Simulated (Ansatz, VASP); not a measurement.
# One calculation of CaAl2Ge2, two programs

File INCAR:

```
SYSTEM = CaAl2Ge2
PREC     = Accurate       ! precision mode
ENCUT    = 520            ! plane-wave cutoff, eV
EDIFF    = 1E-6           ! SCF threshold, eV
ISMEAR   = -1             ! smearing method
SIGMA    = 0.1            ! smearing width, eV
LREAL    = .FALSE.        ! projectors in reciprocal space
LASPH    = .TRUE.         ! aspherical terms in the spheres
NELM     = 100            ! most SCF steps
ALGO     = Normal         ! electronic algorithm
ISIF     = 2              ! what is computed and relaxed
LWAVE    = .FALSE.        ! write WAVECAR
LCHARG   = .FALSE.        ! write CHGCAR
NBANDS   = 30             ! bands
```

Contents of KPOINTS:

```
Automatic mesh
0
G
  6 6 4
  0 0 0
```

POSCAR

```
CaAl2Ge2
1.0
    4.0317871212      0.0000000000      0.0000000000
   -2.0158935606      3.4916344301      0.0000000000
    0.0000000000      0.0000000000      6.9290276665
Ca Al Ge
1 2 2
Direct
    0.0000000000      0.0000000000      0.0000000000
    0.3333333333      0.6666666667      0.6293000000
    0.6666666667      0.3333333333      0.3707000000
    0.3333333333      0.6666666667      0.2621700000
    0.6666666667      0.3333333333      0.7378300000
```

Input for Ansatz:

```yaml
crystal:
  lattice:
    - [4.031787121174649, 0.0, 0.0]
    - [-2.0158935605873247, 3.4916344300631836, 0.0]
    - [0.0, 0.0, 6.929027666499223]
  atoms:
    - { symbol: Ca, position: [0.0, 0.0, 0.0] }
    - { symbol: Al, position: [0.3333333333333333, 0.6666666666666666, 0.6293] }
    - { symbol: Al, position: [0.6666666666666666, 0.3333333333333333, 0.3707] }
    - { symbol: Ge, position: [0.3333333333333333, 0.6666666666666666, 0.26217] }
    - { symbol: Ge, position: [0.6666666666666666, 0.3333333333333333, 0.73783] }
basis:
  ecutwfc: 500.0
kpoints:
  mp_grid:
    grid: [6, 6, 4]
hamiltonian:
  xc: lda
scf:
  occupations:
    method: fermi_dirac
    width: 0.1
output:
  stress: true
```

Alike in both runs: task single point; functional LDA; k mesh 6 × 6 × 4; occupations fermi-dirac, width 0.1 eV; no spin polarisation.

```csv
,VASP,Ansatz
version,VASP 6.6.1,Ansatz 0.2.0
potentials or method,"VASP PAW LDA potentials, release 64 (Ca_sv, Al, Ge_d), cutoff 520 eV","plane waves, PAW"
valence electrons in the cell,44,44
```

|  | VASP | Ansatz | Ansatz less VASP |
| --- | --- | --- | --- |
| pressure (GPa) | 4.7 | 4.5 | -0.21 |
| traceless stress, the component that is largest in VASP (GPa) | -1.63 | -1.63 | +0.003 |

LDA's correlation is that of Perdew and Zunger in VASP and of Perdew and Wang (1992) in Ansatz. Ansatz's warnings: structure snapped to symmetry.
